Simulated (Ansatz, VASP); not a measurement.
One calculation of H22SO10, two programs

```
O H S
1.0
     7.11379    0.00000    0.00000
     0.00000    7.11379    0.00000
     0.00000    0.00000    7.11379
O H S
10 22 1
Direct
  0.71739 0.19405 0.72601
  0.22527 0.07811 0.40613
  0.25720 0.65291 0.95570
  0.02639 0.28002 0.93129
  0.19457 0.56312 0.30898
  0.54984 0.89650 0.43596
  0.34674 0.20460 0.08493
  0.56914 0.44756 0.96240
  0.38166 0.97506 0.79819
  0.90763 0.07413 0.22306
  0.84757 0.20392 0.77738
  0.72865 0.15516 0.59456
  0.29242 0.13244 0.29191
  0.09710 0.05530 0.34852
  0.30250 0.78079 0.92046
  0.22797 0.64216 0.09472
  0.15891 0.25538 0.98586
  0.01993 0.41729 0.92780
  0.11194 0.61631 0.40971
  0.18904 0.42673 0.32468
  0.41638 0.93817 0.41736
  0.54141 0.75943 0.43107
  0.44794 0.30714 0.05045
  0.37118 0.10459 0.98781
  0.61038 0.37964 0.84666
  0.46202 0.53482 0.93290
  0.30573 0.02293 0.69237
  0.51120 0.97745 0.74713
  0.92299 0.15472 0.10831
  0.78861 0.00491 0.21554
  0.07592 0.69665 0.77700
  0.04986 0.89914 0.58696
  0.94827 0.74448 0.63661
```

Alike in both runs: functional LDA; k mesh 1 × 1 × 1; occupations fermi-dirac, width 0.02 eV; no spin polarisation.

Ansatz relaxed the structure, and its values are those at the end. VASP's run is a single point on that final structure, the one shown.

|  | VASP | Ansatz |
| --- | --- | --- |
| version | VASP 6.6.1 | Ansatz 0.2.0 |
| potentials or method | VASP PAW LDA potentials, release 64 (O, H, S), cutoff 520 eV | scalar-relativistic, plane waves, PAW |
| valence electrons in the cell | 88 | 88 |

|  | VASP | Ansatz | Ansatz less VASP |
| --- | --- | --- | --- |
| rms of the force components (eV/Å) | 0.082 | 0.067 | -0.0147 |

LDA's correlation is that of Perdew and Zunger in VASP and of Perdew and Wang (1992) in Ansatz.
